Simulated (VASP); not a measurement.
# CuO in VASP: notebook

Aim: see how the results for CuO move with the level of theory and the settings. Levels: BLYP+D4, PBEsol+D3(BJ). Tasks: single point.

Program: VASP 6.6.1. These are calculated values, not measurements. Logs are shortened: lines on timing, memory, paths and dates and some standing lists are left out, and cuts for length are marked.

### 1 The cell of the first run

The typed cell holds 4 atoms: a = 2.919 Å, b = 2.919 Å, c = 5.175 Å, α = 90.01°, β = 90.01°, γ = 89.69°.

### 2 Single point, BLYP+D4

INCAR

```
  AGGAC = 1.0
  AGGAX = 1.0
  ALDAC = 0.0
  ALDAX = 1.0
  ALGO = Normal
  EDIFF = 1E-6
  ENCUT = 520
  GGA = B5
  ISIF = 2
  ISMEAR = -1
  IVDW = 13
  LASPH = True
  LCHARG = False
  LREAL = False
  LWAVE = False
  NBANDS = 25
  NELM = 100
  PREC = Accurate
  SIGMA = 0.05
  VDW_A1 = 0.44488865
  VDW_A2 = 4.0933009
  VDW_S6 = 1.0
  VDW_S8 = 2.34076671
```

KPOINTS

```
k-points
0
Gamma
  10 10 5
```

POSCAR

```
CuO
1.0
    2.0632379258     -2.0581569556      0.1604719640
    2.0632379258      2.0581569556      0.1604719640
   -0.4023155153      0.0000000000      5.1595062000
Cu O
2 2
Direct
    0.5000000000      0.0000000000      0.5000000000
    0.0000000000      0.5000000000      0.0000000000
    0.4999377036      0.5000622964      0.7500000000
    0.5000622964      0.4999377036      0.2500000000
```

Potentials or basis: VASP PAW PBE potentials, release 64 (Cu, O).

Started as:

```bash
> cat potpaw_PBE.64/Cu/POTCAR potpaw_PBE.64/O/POTCAR > POTCAR
> mpirun -np 1 vasp_std > vasp.out
```

OUTCAR:

```text
EDIFF = 1E-6
   ENCUT = 520
   GGA = B5
   ISIF = 2
   ISMEAR = -1
   IVDW = 13
   LASPH = True
   LREAL = False
   NELM = 100
   PREC = Accurate

 ion  position               nearest neighbor table
   1  0.500  0.000  0.500-   3 1.95   4 1.95   4 1.95   3 1.95
   2  0.000  0.500  0.000-   4 1.95   3 1.95   4 1.95   3 1.95
   3  0.500  0.500  0.750-   2 1.95   1 1.95   2 1.95   1 1.95
   4  0.500  0.500  0.250-   1 1.95   2 1.95   2 1.95   1 1.95

  LATTYP: Found a base centered monoclinic cell.
 ALAT       =     4.1389380231
 B/A-ratio  =     0.9945338365
 C/A-ratio  =     1.2503612750
 COS(beta)  =    -0.0001976252

  Lattice vectors:

 A1 = (   2.0632379258,  -2.0581569556,   0.1604719640)
 A2 = (   2.0632379258,   2.0581569556,   0.1604719640)
 A3 = (  -0.4023155153,   0.0000000000,   5.1595062000)

Analysis of symmetry for initial positions (statically):
=====================================================================
 Subroutine PRICEL returns:
 Original cell was already a primitive cell.

 Routine SETGRP: Setting up the symmetry group for a
 base centered monoclinic supercell.

 Subroutine GETGRP returns: Found  4 space group operations
 (whereof  2 operations were pure point group operations)
 out of a pool of  4 trial point group operations.

The static configuration has the point symmetry S_2 .
 The point group associated with its full space group is C_2h.

Analysis of symmetry for dynamics (positions and initial velocities):
=====================================================================
 Subroutine PRICEL returns:
 Original cell was already a primitive cell.

 Routine SETGRP: Setting up the symmetry group for a
 base centered monoclinic supercell.

 Subroutine GETGRP returns: Found  4 space group operations
 (whereof  2 operations were pure point group operations)
 out of a pool of  4 trial point group operations.

The dynamic configuration has the point symmetry S_2 .
 The point group associated with its full space group is C_2h.

 Subroutine INISYM returns: Found  4 space group operations
 (whereof  2 operations are pure point group operations),
 and found     1 'primitive' translations

----------------------------------------------------------------------------------------

                                     Primitive cell

  volume of cell :      44.0851

  direct lattice vectors                    reciprocal lattice vectors
     2.063237926 -2.058156956  0.160471964     0.240876696 -0.242935797  0.018782501
     2.063237926  2.058156956  0.160471964     0.240876696  0.242935797  0.018782501
    -0.402315515  0.000000000  5.159506200    -0.014983588  0.000000000  0.192648643

  length of vectors
     2.918683272  2.918683272  5.175167824     0.342625403  0.342625403  0.193230452

  position of ions in fractional coordinates (direct lattice)
     0.500000000  1.000000000  0.500000000
     1.000000000  0.500000000  1.000000000
     0.499937704  0.500062296  0.750000000
     0.500062296  0.499937704  0.250000000

  ion indices of the primitive-cell ions
   primitive index   ion index
                 1           1
                 2           2
                 3           3
                 4           4

----------------------------------------------------------------------------------------

 KPOINTS: k-points

Automatic generation of k-mesh.
 Grid dimensions read from file:
 generate k-points for:   10   10    5

 Generating k-lattice:

  Cartesian coordinates                     Fractional coordinates (reciprocal lattice)
     0.024087670 -0.024293580  0.001878250     0.100000000 -0.000000000  0.000000000
     0.024087670  0.024293580  0.001878250    -0.000000000  0.100000000  0.000000000
    -0.002996718  0.000000000  0.038529729    -0.000000000 -0.000000000  0.200000000

  Length of vectors
     0.034262540  0.034262540  0.038646090

  Shift w.r.t. Gamma in fractional coordinates (k-lattice)
     0.000000000  0.000000000  0.000000000

 Subroutine IBZKPT returns following result:
 ===========================================

 Found    141 irreducible k-points:

 Following reciprocal coordinates:
            Coordinates               Weight
  0.000000  0.000000  0.000000      1.000000
  0.100000  0.000000  0.000000      4.000000
  0.200000  0.000000  0.000000      4.000000
  0.300000  0.000000  0.000000      4.000000
  0.400000 -0.000000  0.000000      4.000000
  0.500000 -0.000000 -0.000000      2.000000
[... 16 lines left out ...]
  0.300000  0.300000  0.000000      2.000000
  0.400000  0.300000  0.000000      4.000000
 [... further k-points ...]
   k-points           NKPTS =    141   k-points in BZ     NKDIM =    141   number of bands    NBANDS=     25
   number of dos      NEDOS =    301   number of ions     NIONS =      4
   total plane-waves  NPLWV =  23040
   dimension x,y,z NGX =    24 NGY =   24 NGZ =   40
   dimension x,y,z NGXF=    48 NGYF=   48 NGZF=   80
   ions per type =               2   2
   NGX,Y,Z   is equivalent  to a cutoff of  13.67, 13.67, 12.85 a.u.
   NGXF,Y,Z  is equivalent  to a cutoff of  27.34, 27.34, 25.70 a.u.
 SYSTEM =  unknown system
   PREC   = accura    normal or accurate (medium, high low for compatibility)
   ISTART =      0    job   : 0-new  1-cont  2-samecut
   ICHARG =      2    charge: 1-file 2-atom 10-const
   ISPIN  =      1    spin polarized calculation?
   LNONCOLLINEAR =      F non collinear calculations
   LSORBIT =      F    spin-orbit coupling
   LASPH  =      T    aspherical Exc in radial PAW
   ENCUT  =  520.0 eV  38.22 Ry    6.18 a.u.   5.43  5.43  9.62*2*pi/ulx,y,z
   NELM   =    100;   NELMIN=  2; NELMDL= -5     # of ELM steps
   EDIFF  = 0.1E-05   stopping-criterion for ELM
   LREAL  =      F    real-space projection
   EDIFFG = 0.1E-04   stopping-criterion for IOM
   NSW    =      0    number of steps for IOM
   IBRION =     -1    ionic relax: 0-MD 1-quasi-New 2-CG
   NFREE  =      0    steps in history (QN), initial steepest desc. (CG)
   ISIF   =      2    stress and relaxation
   ISYM   =      2    0-nonsym 1-usesym 2-fastsym
   POTIM  = 0.5000    time-step for ionic-motion
   TEBEG  =    0.0;   TEEND  =   0.0 temperature during run
   PSTRESS=    0.0 pullay stress
   NELECT =      34.0000    total number of electrons
   NUPDOWN=      -1.0000    fix difference up-down
   EMIN   =  10.00;   EMAX   =-10.00  energy-range for DOS
   EFERMI =   0.00;   METHOD = LEGACY
   ISMEAR =    -1;   SIGMA  =   0.05  broadening in eV -4-tet -1-fermi 0-gaus
   EFERMI_NEDOS =   21; number of points for ismear=-14 and -15
   IALGO  =     38    algorithm
   IMIX   =      4    mixing-type and parameters
     AMIX     =   0.40;   BMIX     =  1.00
     AMIX_MAG =   1.60;   BMIX_MAG =  1.00
  volume/ion in A,a.u.               =      11.02        74.38
  Fermi-wavevector in a.u.,A,eV,Ry     =   1.501310  2.837065 30.666623  2.253933
  Thomas-Fermi vector in A             =   2.612698
   LORBIT       =      0    0 simple, 1 ext, 2 COOP (PROOUT), +10 PAW based schemes
   GGA     = B5    functional components
   LHFCALC =     F    Hartree Fock is set to
   AEXX    =    0.0000 exact exchange contribution
   IVDW    =    13    specifies the selected vdW correction
   LEPSILON=     F    determine dielectric tensor
   LRPA    =     F    only Hartree local field effects (RPA)
 non-spin polarized calculation
  energy-cutoff  :      520.00
  volume of cell :       44.09
 maximum number of plane-waves:      1207
 NGX is ok and might be reduce to    24
   NGX = 11   NGY = 11   NGZ = 19

 number of electron      34.0000002 magnetization

 Free energy of the ion-electron system (eV)
  ---------------------------------------------------
  ext. energy  EPLUGINS =         0.00000000
  ---------------------------------------------------
  free energy    TOTEN  =       -18.24176526 eV

  energy without entropy =      -18.22047810  energy(sigma->0) =      -18.23112168

 E-fermi :   5.2499     XC(G=0): -10.8379

 val. band max:        5.2471367549   @ k =  -0.3000   0.5000   0.4000
 cond. band min:       5.3083402626   @ k =  -0.4000   0.2000   0.4000
 fundamental gap:      0.0612035077
 Fermi energy:         5.2498929616

 k-point     1 :       0.0000    0.0000    0.0000
  band No.  band energies     occupation
      1     -14.4214      2.00000
      2     -13.1491      2.00000
      3      -2.7695      2.00000
      4      -0.1410      2.00000
      5      -0.1302      2.00000
      6       1.5041      2.00000
[... 17 lines left out ...]
     24      19.8526      0.00000
     25      20.2372      0.00000

 k-point     2 :       0.1000    0.0000    0.0000
  band No.  band energies     occupation
      1     -14.3684      2.00000
      2     -13.1325      2.00000
      3      -2.6770      2.00000
      4      -0.1878      2.00000
      5      -0.1086      2.00000
      6       1.0257      2.00000
[... 17 lines left out ...]
     24      20.0075      0.00000
     25      20.2942      0.00000

 k-point     3 :       0.2000    0.0000    0.0000
  band No.  band energies     occupation
      1     -14.2253      2.00000
      2     -13.0888      2.00000
      3      -2.4247      2.00000
      4      -0.2907      2.00000
      5      -0.0375      2.00000
      6       0.0762      2.00000
[... 17 lines left out ...]
     24      20.2510      0.00000
     25      20.3123      0.00000

 k-point     4 :       0.3000    0.0000    0.0000
  band No.  band energies     occupation
      1     -14.0388      2.00000
      2     -13.0342      2.00000
      3      -2.0906      2.00000
      4      -0.8453      2.00000
      5      -0.3511      2.00000
      6       0.0539      2.00000
[... 17 lines left out ...]
     24      19.6967      0.00000
     25      20.3401      0.00000

 k-point     5 :       0.4000   -0.0000    0.0000
  band No.  band energies     occupation
      1     -13.8793      2.00000
      2     -12.9895      2.00000
      3      -1.8018      2.00000
      4      -1.4940      2.00000
      5      -0.3257      2.00000
      6       0.1308      2.00000
[... 17 lines left out ...]
     24      18.6006      0.00000
     25      20.1867      0.00000

 k-point     6 :       0.5000   -0.0000   -0.0000
  band No.  band energies     occupation
      1     -13.8161      2.00000
      2     -12.9724      2.00000
      3      -1.7530      2.00000
      4      -1.6603      2.00000
      5      -0.2850      2.00000
      6       0.1609      2.00000
[... 17 lines left out ...]
     24      17.6789      0.00000
     25      20.1093      0.00000
[... 393 lines left out ...]
 k-point    21 :      -0.3000    0.2000   -0.0000
  band No.  band energies     occupation
      1     -13.8541      2.00000
      2     -12.9845      2.00000
      3      -1.7313      2.00000
      4      -0.7410      2.00000
      5      -0.2766      2.00000
      6       0.0014      2.00000
[... 17 lines left out ...]
     24      17.6550      0.00000
     25      20.5455      0.00000

 k-point    22 :      -0.2000    0.2000    0.0000
  band No.  band energies     occupation
      1     -14.0343      2.00000
      2     -13.0340      2.00000
      3      -2.0738      2.00000
      4      -0.2677      2.00000
      5      -0.0826      2.00000
      6       0.0042      2.00000
[... 17 lines left out ...]
     24      17.4176      0.00000
     25      20.7481      0.00000

 k-point    23 :       0.3000    0.3000    0.0000
  band No.  band energies     occupation
      1     -13.6820      2.00000
      2     -12.9408      2.00000
      3      -1.3763      2.00000
      4      -0.7330      2.00000
      5      -0.5215      2.00000
      6      -0.2498      2.00000
[... 17 lines left out ...]
     24      17.0714      0.00000
     25      19.9874      0.00000

 k-point    24 :       0.4000    0.3000    0.0000
  band No.  band energies     occupation
      1     -13.5335      2.00000
      2     -12.9042      2.00000
      3      -1.2483      2.00000
      4      -1.0348      2.00000
      5      -0.5535      2.00000
      6      -0.1813      2.00000
[... 17 lines left out ...]
     24      17.2285      0.00000
     25      19.1369      0.00000

 [... further k-points ...]

------------------------ aborting loop because EDIFF is reached ----------------------------------------

  DFT-D4 for vdW energy calculation

  Edisp (eV):   -2.25655

  FORCE on cell =-STRESS in cart. coord.  units (eV):
  Direction    XX          YY          ZZ          XY          YZ          ZX
  --------------------------------------------------------------------------------------
  -------------------------------------------------------------------------------------
  Total       0.19978     0.21598     0.34434     0.00000     0.00000    -0.01119
  in kB       7.26065     7.84941    12.51415     0.00000     0.00000    -0.40673
  external pressure =        9.21 kB  Pullay stress =        0.00 kB

 VOLUME and BASIS-vectors are now :
 -----------------------------------------------------------------------------
  energy-cutoff  :      520.00
  volume of cell :       44.09
      direct lattice vectors                 reciprocal lattice vectors
     2.063237926 -2.058156956  0.160471964     0.240876696 -0.242935797  0.018782501
     2.063237926  2.058156956  0.160471964     0.240876696  0.242935797  0.018782501
    -0.402315515  0.000000000  5.159506200    -0.014983588  0.000000000  0.192648643

 POSITION                                       TOTAL-FORCE (eV/Angst)
 -----------------------------------------------------------------------------------
      0.83046     -1.02908      2.65999         0.000000      0.000000      0.000000
      1.03162      1.02908      0.08024         0.000000      0.000000      0.000000
      1.76150      0.00026      4.03010        -0.000000     -0.000159     -0.000000
      1.96266     -0.00026      1.45035         0.000000      0.000159     -0.000000
 -----------------------------------------------------------------------------------
    total drift:                                0.000000      0.000000     -0.000000

  FREE ENERGIE OF THE ION-ELECTRON SYSTEM (eV)
  ---------------------------------------------------
  free  energy   TOTEN  =       -20.4983103203 eV

  energy  without entropy=      -20.4770231631  energy(sigma->0) =      -20.48766674
```

Wall time 65 s (1 thread of Intel Xeon 6975P-C (Granite Rapids), shared host); peak memory 0.24 GiB.

What came out:

- Free energy: -20.4983 eV
- Pressure: 0.9 GPa
- Band gap on the k mesh: zero (bands 17 and 18 overlap by 0.89 eV)
- Dispersion energy per atom: -0.564 eV

Levels at points of the mesh, in eV from the Fermi level:
| k point | band 14 | band 15 | band 16 | band 17 | band 18 | band 19 | band 20 | band 21 |
| --- | --- | --- | --- | --- | --- | --- | --- | --- |
| (0.00, 0.00, 0.00) | -2.43 | -2.34 | -2.01 | 0.66 | 0.68 | 1.60 | 6.46 | 7.31 |
| (0.50, 0.00, 0.00) | -1.94 | -1.61 | -1.51 | 0.23 | 0.47 | 3.77 | 5.99 | 6.70 |
| (0.50, 0.50, 0.00) | -2.39 | -1.60 | -1.23 | -1.23 | 1.15 | 2.38 | 7.17 | 9.88 |

Caveat: the PAW data sets were made with another functional, which shifts forces and pressure a little; semilocal functionals often make such compounds metallic where correlation or magnetic order opens a gap, which also shifts bond lengths. With open d or f shells a metallic result of BLYP can be an artefact of self-interaction; +U or a hybrid may open a gap.

### 3 Single point, PBEsol+D3(BJ)

This run uses another cell than the first one, of 10.43 Å³/atom.

INCAR

```
ALGO = Normal ; EDIFF = 1E-7
ENCUT = 520 ; GGA = PS
ISIF = 2 ; ISMEAR = -1
IVDW = 12 ; LASPH = True
LCHARG = True ; LELF = True
LREAL = False ; LVHAR = True
LWAVE = False ; NBANDS = 25
NELM = 80 ; PREC = Accurate
SIGMA = 0.05
```

KPOINTS is that of step 2.

POSCAR

```
CuO
1.0
    2.0258930703     -2.0185469303      0.1576773955
    2.0258930703      2.0185469303      0.1576773955
   -0.3947959949      0.0000000000      5.0700278628
Cu O
2 2
Direct
    0.5000000000      0.0000000000      0.5000000000
    0.0000000000      0.5000000000      0.0000000000
    0.5000691559      0.4999308441      0.7500000000
    0.4999308441      0.5000691559      0.2500000000
```

Potentials or basis: VASP PAW PBE potentials, release 64 (Cu, O).

Started as:

```bash
> cat potpaw_PBE.64/Cu/POTCAR potpaw_PBE.64/O/POTCAR > POTCAR
> mpirun -np 1 vasp_std > vasp.out
```

Run time: 2 min. Hardware: 1 thread of Intel Xeon Platinum 8259CL at 2.50GHz (Skylake/Cascade Lake), shared host; peak memory 0.26 GiB.

The run converged. Its results:

```yaml
Free_energy: -22.3805 eV
Pressure: 0.8 GPa
Band_gap_on_the_k_mesh: zero (bands 17 and 18 overlap by 0.99 eV)
Dispersion_energy_per_atom: -0.228 eV
```

Stress tensor (GPa, compression positive):
```
 0.62  0.00 -0.02
 0.00  0.66  0.00
-0.02  0.00  1.14
```

Levels at points of the mesh, in eV from the Fermi level:
| k point | band 15 | band 16 | band 17 | band 18 | band 19 | band 20 |
| --- | --- | --- | --- | --- | --- | --- |
| (0.00, 0.00, 0.00) | -2.44 | -2.06 | 0.72 | 0.73 | 1.54 | 6.08 |
| (0.50, 0.00, 0.00) | -1.66 | -1.59 | 0.26 | 0.49 | 3.44 | 6.07 |
| (0.50, 0.50, 0.00) | -1.64 | -1.24 | -1.23 | 1.23 | 1.85 | 7.14 |

Caveat: the PAW data sets were made with another functional, which shifts forces and pressure a little; semilocal functionals often make such compounds metallic where correlation or magnetic order opens a gap, which also shifts bond lengths. With open d or f shells a metallic result of PBEsol can be an artefact of self-interaction; +U or a hybrid may open a gap.
